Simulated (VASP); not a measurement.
# Al3Ni5 (Cmmm) in VASP: electric field gradients with PBEsol

Aim: the electric field gradients of Al3Ni5 with PBEsol.

Everything below comes from runs of VASP 6.6.1. Logs are shortened: lines on timing, memory, paths and dates and some standing lists are left out, and cuts for length are marked.

## 1. The cell of the first run

Symmetry: Cmmm, No. 65, orthorhombic system. The conventional cell has a = 6.539 Å, b = 7.420 Å, c = 3.734 Å, α = 90.00°, β = 90.00°, γ = 90.00°. Al (site symmetry mmm) has 8 Ni at 2.37 to 2.47 Å and 4 Al at 2.79 Å within 3.1 Å. Within 3.3 Å of Al (site symmetry m2m) lie 10 Ni at 2.44 to 2.54 Å and 5 Al at 2.79 to 3.30 Å. Within 3.3 Å of Ni (site symmetry mmm) lie 8 Ni at 2.47 to 2.60 Å and 6 Al at 2.48 to 3.27 Å. Ni (site symmetry 2/m) has 6 Al at 2.47 to 2.49 Å and 8 Ni at 2.47 to 3.27 Å within 3.3 Å. Within 3.1 Å of Ni (site symmetry 2mm) lie 6 Al at 2.37 to 2.54 Å and 7 Ni at 2.60 to 2.92 Å.

## 2. Electric field gradients, PBEsol

File INCAR:

```
SYSTEM = Al3Ni5
  PREC = Accurate
  ENCUT = 520
  EDIFF = 1E-8
  ISMEAR = -1
  SIGMA = 0.15
  LREAL = .FALSE.
  LASPH = .TRUE.
  NELM = 60
  ALGO = Fast
  ISIF = 2
  LWAVE = .FALSE.
  LCHARG = .FALSE.
  GGA = PS
  LEFG = .TRUE.
  NBANDS = 40
```

File KPOINTS:

```
regular mesh
0
G
  8 8 10
  0 0 0
```

File POSCAR:

```
Al3Ni5
1.0
    3.2695287482     -3.7101946299      0.0000000000
    3.2695287482      3.7101946299      0.0000000000
    0.0000000000      0.0000000000      3.7344657395
Al Ni
3 5
Direct
    0.5000000000      0.5000000000      0.0000000000
    0.7791405919      0.2208594081      0.5000000000
    0.2208594081      0.7791405919      0.5000000000
    0.0000000000      0.0000000000      0.0000000000
    0.0000000000      0.5000000000      0.0000000000
    0.5000000000      0.0000000000      0.0000000000
    0.2763448092      0.2763448092      0.5000000000
    0.7236551908      0.7236551908      0.5000000000
```

Potentials or basis: VASP PAW PBE potentials, release 64 (Al, Ni).

The run is started by

```console
> cat potpaw_PBE.64/Al/POTCAR potpaw_PBE.64/Ni/POTCAR > POTCAR
> mpirun -np 1 vasp_std > vasp.out
```

OUTCAR:

```text
SYSTEM = Al3Ni5
   PREC = Accurate
   ENCUT = 520
   EDIFF = 1E-8
   ISMEAR = -1
   LREAL = .FALSE.
   LASPH = .TRUE.
   NELM = 60
   ISIF = 2
   GGA = PS

 ion  position               nearest neighbor table
   1  0.500  0.500  0.000-   7 2.37   8 2.37   7 2.37   8 2.37   5 2.47   6 2.47   6 2.47   5 2.47
                             2 2.79   3 2.79   2 2.79   3 2.79
   2  0.779  0.221  0.500-   7 2.44   8 2.44   4 2.48   4 2.48   6 2.49   5 2.49   5 2.49   6 2.49
                             8 2.54   7 2.54   1 2.79   1 2.79   3 3.28   3 3.30   3 3.30
   3  0.221  0.779  0.500-   7 2.44   8 2.44   4 2.48   4 2.48   6 2.49   5 2.49   5 2.49   6 2.49
                             8 2.54   7 2.54   1 2.79   1 2.79   2 3.28   2 3.30   2 3.30
   4  0.000  0.000  0.000-   5 2.47   6 2.47   5 2.47   6 2.47   2 2.48   3 2.48   2 2.48   3 2.48
                             7 2.60   8 2.60   7 2.60   8 2.60
   5  0.000  0.500  0.000-   1 2.47   4 2.47   4 2.47   1 2.47   2 2.49   3 2.49   3 2.49   2 2.49
                             7 2.64   8 2.64   7 2.64   8 2.64
   6  0.500  0.000  0.000-   1 2.47   4 2.47   1 2.47   4 2.47   2 2.49   3 2.49   3 2.49   2 2.49
                             7 2.64   8 2.64   7 2.64   8 2.64
   7  0.276  0.276  0.500-   1 2.37   1 2.37   3 2.44   2 2.44   2 2.54   3 2.54   4 2.60   4 2.60
                             5 2.64   6 2.64   5 2.64   6 2.64   8 2.92
   8  0.724  0.724  0.500-   1 2.37   1 2.37   3 2.44   2 2.44   2 2.54   3 2.54   4 2.60   4 2.60
                             5 2.64   6 2.64   5 2.64   6 2.64   7 2.92

  LATTYP: Found a base centered orthorhombic cell.
 ALAT       =     6.5390574964
 B/A-ratio  =     1.1347796321
 C/A-ratio  =     0.5711015298

  Lattice vectors:

 A1 = (   3.2695287482,  -3.7101946299,   0.0000000000)
 A2 = (   3.2695287482,   3.7101946299,   0.0000000000)
 A3 = (   0.0000000000,   0.0000000000,   3.7344657395)

Analysis of symmetry for initial positions (statically):
=====================================================================
 Subroutine PRICEL returns:
 Original cell was already a primitive cell.

 Routine SETGRP: Setting up the symmetry group for a
 base centered orthorhombic supercell.

 Subroutine GETGRP returns: Found  8 space group operations
 (whereof  8 operations were pure point group operations)
 out of a pool of  8 trial point group operations.

The static configuration has the point symmetry D_2h.

Analysis of symmetry for dynamics (positions and initial velocities):
=====================================================================
 Subroutine PRICEL returns:
 Original cell was already a primitive cell.

 Routine SETGRP: Setting up the symmetry group for a
 base centered orthorhombic supercell.

 Subroutine GETGRP returns: Found  8 space group operations
 (whereof  8 operations were pure point group operations)
 out of a pool of  8 trial point group operations.

The dynamic configuration has the point symmetry D_2h.

 Subroutine INISYM returns: Found  8 space group operations
 (whereof  8 operations are pure point group operations),
 and found     1 'primitive' translations

----------------------------------------------------------------------------------------

                                     Primitive cell

  volume of cell :      90.6025

  direct lattice vectors                    reciprocal lattice vectors
     3.269528748 -3.710194630  0.000000000     0.152927238 -0.134763820  0.000000000
     3.269528748  3.710194630  0.000000000     0.152927238  0.134763820  0.000000000
     0.000000000  0.000000000  3.734465740     0.000000000  0.000000000  0.267775920

  length of vectors
     4.945236337  4.945236337  3.734465740     0.203833332  0.203833332  0.267775920

  position of ions in fractional coordinates (direct lattice)
     0.500000000  0.500000000  0.000000000
     0.779140592  0.220859408  0.500000000
     0.220859408  0.779140592  0.500000000
     0.000000000  0.000000000  0.000000000
     0.000000000  0.500000000  0.000000000
     0.500000000  0.000000000  0.000000000
     0.276344809  0.276344809  0.500000000
     0.723655191  0.723655191  0.500000000

  ion indices of the primitive-cell ions
   primitive index   ion index
                 1           1
                 2           2
                 3           3
                 4           4
                 5           5
                 6           6
                 7           7
                 8           8

----------------------------------------------------------------------------------------

 KPOINTS: regular mesh

Automatic generation of k-mesh.
 Grid dimensions read from file:
 generate k-points for:    8    8   10

 Generating k-lattice:

  Cartesian coordinates                     Fractional coordinates (reciprocal lattice)
     0.019115905 -0.016845477  0.000000000     0.125000000  0.000000000  0.000000000
     0.019115905  0.016845477  0.000000000     0.000000000  0.125000000  0.000000000
[... 39 lines left out ...]
 [... further k-points ...]
   k-points           NKPTS =    126   k-points in BZ     NKDIM =    126   number of bands    NBANDS=     40
   number of dos      NEDOS =    301   number of ions     NIONS =      8
   total plane-waves  NPLWV =  44800
   dimension x,y,z NGX =    40 NGY =   40 NGZ =   28
   dimension x,y,z NGXF=    80 NGYF=   80 NGZF=   56
   ions per type =               3   5
   NGX,Y,Z   is equivalent  to a cutoff of  13.45, 13.45, 12.46 a.u.
   NGXF,Y,Z  is equivalent  to a cutoff of  26.89, 26.89, 24.93 a.u.
 SYSTEM =  Al3Ni5
   PREC   = accura    normal or accurate (medium, high low for compatibility)
   ISTART =      0    job   : 0-new  1-cont  2-samecut
   ICHARG =      2    charge: 1-file 2-atom 10-const
   ISPIN  =      1    spin polarized calculation?
   LNONCOLLINEAR =      F non collinear calculations
   LSORBIT =      F    spin-orbit coupling
   LASPH  =      T    aspherical Exc in radial PAW
   ENCUT  =  520.0 eV  38.22 Ry    6.18 a.u.   9.19  9.19  6.94*2*pi/ulx,y,z
   NELM   =     60;   NELMIN=  2; NELMDL= -5     # of ELM steps
   EDIFF  = 0.1E-07   stopping-criterion for ELM
   LREAL  =      F    real-space projection
   EDIFFG = 0.1E-06   stopping-criterion for IOM
   NSW    =      0    number of steps for IOM
   IBRION =     -1    ionic relax: 0-MD 1-quasi-New 2-CG
   NFREE  =      0    steps in history (QN), initial steepest desc. (CG)
   ISIF   =      2    stress and relaxation
   ISYM   =      2    0-nonsym 1-usesym 2-fastsym
   POTIM  = 0.5000    time-step for ionic-motion
   TEBEG  =    0.0;   TEEND  =   0.0 temperature during run
   PSTRESS=    0.0 pullay stress
   NELECT =      59.0000    total number of electrons
   NUPDOWN=      -1.0000    fix difference up-down
   EMIN   =  10.00;   EMAX   =-10.00  energy-range for DOS
   EFERMI =   0.00;   METHOD = LEGACY
   ISMEAR =    -1;   SIGMA  =   0.15  broadening in eV -4-tet -1-fermi 0-gaus
   EFERMI_NEDOS =   21; number of points for ismear=-14 and -15
   IALGO  =     68    algorithm
   IMIX   =      4    mixing-type and parameters
     AMIX     =   0.40;   BMIX     =  1.00
     AMIX_MAG =   1.60;   BMIX_MAG =  1.00
  volume/ion in A,a.u.               =      11.33        76.43
  Fermi-wavevector in a.u.,A,eV,Ry     =   1.418988  2.681499 27.395698  2.013527
  Thomas-Fermi vector in A             =   2.540056
   LORBIT       =      0    0 simple, 1 ext, 2 COOP (PROOUT), +10 PAW based schemes
   GGA     = PS    functional components
   LHFCALC =     F    Hartree Fock is set to
   AEXX    =    0.0000 exact exchange contribution
   IVDW    =     0    specifies the selected vdW correction
   LEPSILON=     F    determine dielectric tensor
   LRPA    =     F    only Hartree local field effects (RPA)
 non-spin polarized calculation
 RMM-DIIS sequential band-by-band and
  energy-cutoff  :      520.00
  volume of cell :       90.60
 maximum number of plane-waves:      2464
 NGX is ok and might be reduce to    40
   NGX = 19   NGY = 19   NGZ = 13

 number of electron      58.9999942 magnetization

 Free energy of the ion-electron system (eV)
  ---------------------------------------------------
  ext. energy  EPLUGINS =         0.00000000
  ---------------------------------------------------
  free energy    TOTEN  =       -47.74857831 eV

  energy without entropy =      -47.46900018  energy(sigma->0) =      -47.60878924

 E-fermi :  10.0161     XC(G=0): -12.6188

 val. band max:       10.0149887924   @ k =   0.3750   0.1250   0.4000
 cond. band min:      10.0164359524   @ k =   0.5000  -0.0000   0.2000
 fundamental gap:      0.0014471599
 Fermi energy:        10.0160991386

 k-point     1 :       0.0000    0.0000    0.0000
  band No.  band energies     occupation
      1      -0.8202      2.00000
      2       3.9755      2.00000
      3       4.1194      2.00000
      4       4.9767      2.00000
      5       5.5846      2.00000
      6       5.7461      2.00000
[... 1021 lines left out ...]
     39      17.2435      0.00000
     40      17.4579      0.00000

 [... further k-points ...]
[... 5 lines left out ...]
  --------------------------------------------------------------------------------------
  -------------------------------------------------------------------------------------
  Total        0.0147602      0.1233523      0.1755201     -0.0000000      0.0000000      0.0000000
  in kB        0.2610130      2.1813106      3.1038235     -0.0000000      0.0000000      0.0000000
  external PRESSURE =       1.8487157 kB  Pullay stress =       0.0000000 kB

 VOLUME and BASIS-vectors are now :
 -----------------------------------------------------------------------------
  energy-cutoff  :      520.00
  volume of cell :       90.60
      direct lattice vectors                 reciprocal lattice vectors
     3.269528748 -3.710194630  0.000000000     0.152927238 -0.134763820  0.000000000
     3.269528748  3.710194630  0.000000000     0.152927238  0.134763820  0.000000000
     0.000000000  0.000000000  3.734465740     0.000000000  0.000000000  0.267775920

 POSITION                                       TOTAL-FORCE (eV/Angst)
 -----------------------------------------------------------------------------------
      3.26953      0.00000      0.00000        -0.000000      0.000000      0.000000
      3.26953     -2.07133      1.86723         0.000000     -0.008437      0.000000
      3.26953      2.07133      1.86723         0.000000      0.008437      0.000000
      0.00000      0.00000      0.00000         0.000000      0.000000      0.000000
      1.63476      1.85510      0.00000         0.000000      0.000000      0.000000
      1.63476     -1.85510      0.00000         0.000000      0.000000      0.000000
      1.80703      0.00000      1.86723        -0.005862      0.000000     -0.000000
      4.73202      0.00000      1.86723         0.005862      0.000000      0.000000
 -----------------------------------------------------------------------------------
    total drift:                                0.000000      0.000000     -0.000000

  FREE ENERGIE OF THE ION-ELECTRON SYSTEM (eV)
  ---------------------------------------------------
  free  energy   TOTEN  =       -47.7485783118 eV

  energy  without entropy=      -47.4690001772  energy(sigma->0) =      -47.60878924

 Electric field gradients (V/A^2)
---------------------------------------------------------------------
 ion       V_xx      V_yy      V_zz      V_xy      V_xz      V_yz
---------------------------------------------------------------------
   1      -7.083    17.665   -10.582     0.000     0.000    -0.000
   2       0.406     2.331    -2.736    -0.000    -0.000     0.000
   3       0.406     2.331    -2.736    -0.000    -0.000     0.000
   4     -11.099   -10.041    21.141    -0.000    -0.000    -0.000
   5       8.402   -19.997    11.595   -15.253    -0.000     0.000
   6       8.402   -19.997    11.595    15.253    -0.000    -0.000
   7       4.055    12.789   -16.844    -0.000    -0.000     0.000
   8       4.055    12.789   -16.844    -0.000    -0.000     0.000
---------------------------------------------------------------------

 Electric field gradients after diagonalization (V/A^2)
 (convention: |V_zz| > |V_xx| > |V_yy|)
----------------------------------------------------------------------
 ion       V_xx      V_yy      V_zz     asymmetry (V_yy - V_xx)/ V_zz
----------------------------------------------------------------------
   1     -10.582    -7.083    17.665       0.198
   2       2.331     0.406    -2.736       0.704
   3       2.331     0.406    -2.736       0.704
   4     -11.099   -10.041    21.141       0.050
   5      15.041    11.595   -26.637       0.129
   6      15.041    11.595   -26.637       0.129
   7      12.789     4.055   -16.844       0.519
   8      12.789     4.055   -16.844       0.519
----------------------------------------------------------------------

           NMR quadrupolar parameters

 Cq : quadrupolar parameter    Cq=e*Q*V_zz/h
 eta: asymmetry parameters     (V_yy - V_xx)/ V_zz
 Q  : nuclear electric quadrupole moment in mb (millibarn)
----------------------------------------------------------------------
 ion       Cq(MHz)       eta       Q (mb)
----------------------------------------------------------------------
   1       0.043       0.198       1.000
   2      -0.007       0.704       1.000
   3      -0.007       0.704       1.000
   4       0.051       0.050       1.000
   5      -0.064       0.129       1.000
   6      -0.064       0.129       1.000
   7      -0.041       0.519       1.000
   8      -0.041       0.519       1.000
----------------------------------------------------------------------
```

It took 4.8 min on 1 thread of Intel Xeon 6975P-C (Granite Rapids), shared host; peak memory 0.44 GiB.

What came out:

| Quantity | Value |
| --- | --- |
| Free energy | -47.7486 eV |
| Pressure | 0.2 GPa |
| Largest force | 0.008 eV/Å |
| Band gap on the k mesh | zero (an odd number of electrons rules out a gap without spin polarisation) |
| Largest electric field gradient by atom | Al +17.7, -2.7 (each value once); Ni +21.1, -26.6, -16.8 (each value once) V/Å² |

Forces in eV/Å, atoms in the order of the input:
```
Al   0.000  0.000  0.000
Al   0.000 -0.008  0.000
Al   0.000  0.008  0.000
Ni   0.000  0.000  0.000
Ni   0.000  0.000  0.000
Ni   0.000  0.000  0.000
Ni  -0.006  0.000  0.000
Ni   0.006  0.000  0.000
```

Electric field gradients, principal values (V/Å²):
```
atom    least   middle  greatest (by size)
1 Al   -7.083  -10.582              17.665
2 Al    0.406    2.331              -2.736
3 Al    0.406    2.331              -2.736
4 Ni  -10.041  -11.099              21.141
5 Ni   11.595   15.041             -26.637
6 Ni   11.595   15.041             -26.637
7 Ni    4.055   12.789             -16.844
8 Ni    4.055   12.789             -16.844
```

Caveat: without QUAD_EFG the Cq values of the log hold for a quadrupole moment of 1 mb, not for the nuclei; the PAW data sets were made with another functional, which shifts forces and pressure a little. Spin polarisation is off, so any magnetic state and its effect on volume and gap are missing.
